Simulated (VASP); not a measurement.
# BP (F-43m) in VASP: a series of runs

The runs below take BP through single point, with LDA.

Program: VASP 6.6.1. These are calculated values, not measurements. Logs are shortened: lines on timing, memory, paths and dates and some standing lists are left out, and cuts for length are marked.

### Step 1. The cell of the first run

It takes space group F-43m (No. 216, cubic). The conventional cell has a = 4.295 Å, b = 4.295 Å, c = 4.295 Å, α = 90.00°, β = 90.00°, γ = 90.00°. Within 2.5 Å of P (site symmetry -43m) lie 4 B at 1.86 Å. B (site symmetry -43m) has 4 P at 1.86 Å within 2.5 Å.

### Step 2. Single point, LDA

Contents of INCAR:

```
PREC = Accurate ; ENCUT = 520
EDIFF = 1E-7 ; ISMEAR = -1
SIGMA = 0.05 ; LREAL = False
LASPH = True ; NELM = 80
ALGO = Normal ; ISIF = 2
LWAVE = False ; LCHARG = False
NBANDS = 11
```

Contents of KPOINTS:

```
Automatic mesh
0
Gamma
  10 10 10
```

Contents of POSCAR:

```
BP
1.0
    0.0000000000      2.1476426762      2.1476426762
    2.1476426762      0.0000000000      2.1476426762
    2.1476426762      2.1476426762      0.0000000000
P B
1 1
Direct
    0.7500000000      0.7500000000      0.7500000000
    0.0000000000      0.0000000000      0.0000000000
```

Potentials or basis: VASP PAW LDA potentials, release 64 (P, B).

Run with:

```console
$ cat potpaw_LDA.64/P/POTCAR potpaw_LDA.64/B/POTCAR > POTCAR
$ mpirun -np 1 vasp_std > vasp.out
```

OUTCAR:

```text
PREC = Accurate
   ENCUT = 520
   EDIFF = 1E-7
   ISMEAR = -1
   LREAL = False
   LASPH = True
   NELM = 80
   ISIF = 2

 ion  position               nearest neighbor table
   1  0.750  0.750  0.750-   2 1.86   2 1.86   2 1.86   2 1.86
   2  0.000  0.000  0.000-   1 1.86   1 1.86   1 1.86   1 1.86

  LATTYP: Found a face centered cubic cell.
 ALAT       =     4.2952853524

  Lattice vectors:

 A1 = (   0.0000000000,   2.1476426762,   2.1476426762)
 A2 = (   2.1476426762,   0.0000000000,   2.1476426762)
 A3 = (   2.1476426762,   2.1476426762,   0.0000000000)

Analysis of symmetry for initial positions (statically):
=====================================================================
 Subroutine PRICEL returns:
 Original cell was already a primitive cell.

 Routine SETGRP: Setting up the symmetry group for a
 face centered cubic supercell.

 Subroutine GETGRP returns: Found 24 space group operations
 (whereof 24 operations were pure point group operations)
 out of a pool of 48 trial point group operations.

The static configuration has the point symmetry T_d .

Analysis of symmetry for dynamics (positions and initial velocities):
=====================================================================
 Subroutine PRICEL returns:
 Original cell was already a primitive cell.

 Routine SETGRP: Setting up the symmetry group for a
 face centered cubic supercell.

 Subroutine GETGRP returns: Found 24 space group operations
 (whereof 24 operations were pure point group operations)
 out of a pool of 48 trial point group operations.

The dynamic configuration has the point symmetry T_d .

 Subroutine INISYM returns: Found 24 space group operations
 (whereof 24 operations are pure point group operations),
 and found     1 'primitive' translations

----------------------------------------------------------------------------------------

                                     Primitive cell

  volume of cell :      19.8114

  direct lattice vectors                    reciprocal lattice vectors
     0.000000000  2.147642676  2.147642676    -0.232813403  0.232813403  0.232813403
     2.147642676  0.000000000  2.147642676     0.232813403 -0.232813403  0.232813403
     2.147642676  2.147642676  0.000000000     0.232813403  0.232813403 -0.232813403

  length of vectors
     3.037225400  3.037225400  3.037225400     0.403244643  0.403244643  0.403244643

  position of ions in fractional coordinates (direct lattice)
     0.750000000  0.750000000  0.750000000
     0.000000000  0.000000000  0.000000000

  ion indices of the primitive-cell ions
[... 73 lines left out ...]
   ENCUT  =  520.0 eV  38.22 Ry    6.18 a.u.   5.65  5.65  5.65*2*pi/ulx,y,z
   NELM   =     80;   NELMIN=  2; NELMDL= -5     # of ELM steps
   EDIFF  = 0.1E-06   stopping-criterion for ELM
   LREAL  =      F    real-space projection
   EDIFFG = 0.1E-05   stopping-criterion for IOM
   NSW    =      0    number of steps for IOM
   IBRION =     -1    ionic relax: 0-MD 1-quasi-New 2-CG
   NFREE  =      0    steps in history (QN), initial steepest desc. (CG)
   ISIF   =      2    stress and relaxation
   ISYM   =      2    0-nonsym 1-usesym 2-fastsym
   POTIM  = 0.5000    time-step for ionic-motion
   TEBEG  =    0.0;   TEEND  =   0.0 temperature during run
   PSTRESS=    0.0 pullay stress
   NELECT =       8.0000    total number of electrons
   NUPDOWN=      -1.0000    fix difference up-down
   EMIN   =  10.00;   EMAX   =-10.00  energy-range for DOS
[... 5 lines left out ...]
     AMIX     =   0.40;   BMIX     =  1.00
     AMIX_MAG =   1.60;   BMIX_MAG =  1.00
  volume/ion in A,a.u.               =       9.91        66.85
  Fermi-wavevector in a.u.,A,eV,Ry     =   1.210039  2.286643 19.921583  1.464195
  Thomas-Fermi vector in A             =   2.345598
   LORBIT       =      0    0 simple, 1 ext, 2 COOP (PROOUT), +10 PAW based schemes
   GGA     = CA    functional components
   LHFCALC =     F    Hartree Fock is set to
   AEXX    =    0.0000 exact exchange contribution
   IVDW    =     0    specifies the selected vdW correction
   LEPSILON=     F    determine dielectric tensor
   LRPA    =     F    only Hartree local field effects (RPA)
 non-spin polarized calculation
  energy-cutoff  :      520.00
  volume of cell :       19.81
 maximum number of plane-waves:       548
   NGX = 11   NGY = 11   NGZ = 11

 number of electron       8.0000000 magnetization

 Free energy of the ion-electron system (eV)
  ---------------------------------------------------
  ext. energy  EPLUGINS =         0.00000000
  ---------------------------------------------------
  free energy    TOTEN  =       -14.16262541 eV

  energy without entropy =      -14.16262481  energy(sigma->0) =      -14.16262511

 E-fermi :   9.9475     XC(G=0): -11.7822

 val. band max:        9.4810685092   @ k =   0.0000   0.0000   0.0000
 cond. band min:      10.4613639649   @ k =   0.5000   0.5000   0.0000
 fundamental gap:      0.9802954557
 Fermi energy:         9.9475451160

 k-point     1 :       0.0000    0.0000    0.0000
  band No.  band energies     occupation
      1      -7.4294      2.00000
      2       9.4811      1.99982
      3       9.4811      1.99982
      4       9.4811      1.99982
      5      13.1802      0.00000
      6      13.1802      0.00000
      7      13.1802      0.00000
      8      19.4741      0.00000
      9      22.0377      0.00000
     10      22.1867      0.00000
     11      22.1867      0.00000
[... 309 lines left out ...]
 k-point    24 :       0.4000    0.3000    0.0000
  band No.  band energies     occupation
      1      -4.0527      2.00000
      2       3.0465      2.00000
      3       4.8232      2.00000
      4       5.4622      2.00000
      5      11.1370      0.00000
      6      12.9842      0.00000
      7      19.9943      0.00000
      8      20.1798      0.00000
      9      25.3383      0.00000
     10      25.7837      0.00000
     11      28.9577      0.00000

 [... further k-points ...]
[... 5 lines left out ...]
  --------------------------------------------------------------------------------------
  -------------------------------------------------------------------------------------
  Total        3.6801314      3.6801314      3.6801314     -0.0000000      0.0000000     -0.0000000
  in kB      297.6170693    297.6170693    297.6170693     -0.0000000      0.0000000     -0.0000000
  external PRESSURE =     297.6170693 kB  Pullay stress =       0.0000000 kB

 VOLUME and BASIS-vectors are now :
 -----------------------------------------------------------------------------
  energy-cutoff  :      520.00
  volume of cell :       19.81
      direct lattice vectors                 reciprocal lattice vectors
     0.000000000  2.147642676  2.147642676    -0.232813403  0.232813403  0.232813403
     2.147642676  0.000000000  2.147642676     0.232813403 -0.232813403  0.232813403
     2.147642676  2.147642676  0.000000000     0.232813403  0.232813403 -0.232813403

 POSITION                                       TOTAL-FORCE (eV/Angst)
 -----------------------------------------------------------------------------------
      3.22146      3.22146      3.22146         0.000000      0.000000      0.000000
      0.00000      0.00000      0.00000        -0.000000     -0.000000     -0.000000
 -----------------------------------------------------------------------------------
    total drift:                                0.000000      0.000000     -0.000000

  FREE ENERGIE OF THE ION-ELECTRON SYSTEM (eV)
  ---------------------------------------------------
  free  energy   TOTEN  =       -14.1626254079 eV

  energy  without entropy=      -14.1626248075  energy(sigma->0) =      -14.16262511
```

stdout:

```text
POSCAR found type information on POSCAR P B
 POSCAR found :  2 types and       2 ions
 scaLAPACK will be used
 LDA part: xc-table for (Slater(with rela. corr.)+CA(PZ))
 , standard interpolation
 POSCAR, INCAR and KPOINTS ok, starting setup
 FFT: planning ... GRIDC
 FFT: planning ... GRID_SOFT
 FFT: planning ... GRID
 WAVECAR not read
 entering main loop
```

Wall time 10 s (1 thread of Intel Xeon 8259CL, shared host); peak memory 0.12 GiB.

Results:

* Free energy: -14.1626 eV
* Pressure: 29.8 GPa
* Band gap on the k mesh: 0.98 eV, indirect (least direct gap 3.70 eV)

### Step 3. Single point, LDA

This run uses another cell than the first one, of 10.29 Å³/atom, 1.039 times its volume.

Contents of INCAR:

```
SYSTEM = BP
ALGO = Normal
EDIFF = 1E-7
ENCUT = 520
ISIF = 2
ISMEAR = -1
LASPH = .True.
LCHARG = .False.
LREAL = .False.
LWAVE = .False.
NBANDS = 11
NELM = 80
PREC = Accurate
SIGMA = 0.05
```

Contents of KPOINTS:

```
k-points
0
Gamma
  10 10 10
  0 0 0
```

Contents of POSCAR:

```
BP
1.0
    0.0000000000      2.1749868344      2.1749868344
    2.1749868344      0.0000000000      2.1749868344
    2.1749868344      2.1749868344      0.0000000000
P B
1 1
Direct
    0.7500000000      0.7500000000      0.7500000000
    0.0000000000      0.0000000000      0.0000000000
```

Potentials or basis: VASP PAW LDA potentials, release 64 (P, B).

Run with:

```console
$ cat potpaw_LDA.64/P/POTCAR potpaw_LDA.64/B/POTCAR > POTCAR
$ mpirun -np 1 vasp_std > vasp.out
```

It took 10 s on 1 thread of Intel Xeon 8259CL, shared host; peak memory 0.12 GiB.

Results (log left out):

```
Free energy            : -14.2810 eV
Pressure               : 19.8 GPa
Band gap on the k mesh : 1.04 eV, indirect (least direct gap 3.61 eV)
```

Levels at points of the mesh, in eV from the valence-band top:
```csv
k point,band 1,band 2,band 3,band 4,band 5,band 6,band 7,band 8,band 9
"(0.00, 0.00, 0.00)",-16.55,0.00,0.00,0.00,3.61,3.61,3.61,9.37,12.23
"(0.50, 0.00, 0.00)",-12.71,-9.95,-1.89,-1.89,4.58,4.77,4.77,10.38,15.44
"(0.50, 0.50, 0.00)",-11.04,-9.15,-4.56,-4.56,1.06,1.46,13.22,13.22,16.60
```

A k mesh can miss the band edges. A hybrid or GW would open this gap; LDA tends to underestimate it.
